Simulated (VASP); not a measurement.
Here is a VASP 6.6.1 calculation.

File INCAR:

```
SYSTEM = WC
PREC = Accurate
ENCUT = 520
EDIFF = 1E-6
ISMEAR = -1
SIGMA = 0.05
LREAL = .False.
LASPH = .True.
NELM = 60
ALGO = Normal
ISIF = 2
LWAVE = .False.
LCHARG = .True.
GGA = PE
LELF = .True.
LVHAR = .True.
NBANDS = 16
```

File KPOINTS:

```
Automatic mesh
0
Gamma
  13 13 12
  0 0 0
```

File POSCAR:

```
WC
1.0
    2.9005014360      0.0217537608      0.0000000000
   -1.4314114086      2.5010310469      0.0000000000
    0.0000000000      0.0000000000      2.8290000000
W C
1 1
Direct
    0.0000000000      0.0000000000      0.0000000000
    0.6666666667      0.3333333333      0.5000000000
```

Potentials or basis: VASP PAW PBE potentials, release 64 (W_sv, C).

Launch:

```bash
$ cat potpaw_PBE.64/W_sv/POTCAR potpaw_PBE.64/C/POTCAR > POTCAR
$ mpirun -np 1 vasp_std > vasp.out
```

Problem. What does it give for the band gap on the k mesh?

Solution. Zero (bands 9 and 10 overlap by 1.19 eV).

Problem. Predict the largest force.

Solution. 0.092 eV/Å.

Forces in eV/Å, atoms in the order of the input:
```
W    0.092  0.000  0.000
C   -0.092  0.000  0.000
```

Caveat: the cell differs from its parent crystal (xy shear strain of +1.5 %); spin-orbit coupling is left out, which moves the levels of the heavy elements.
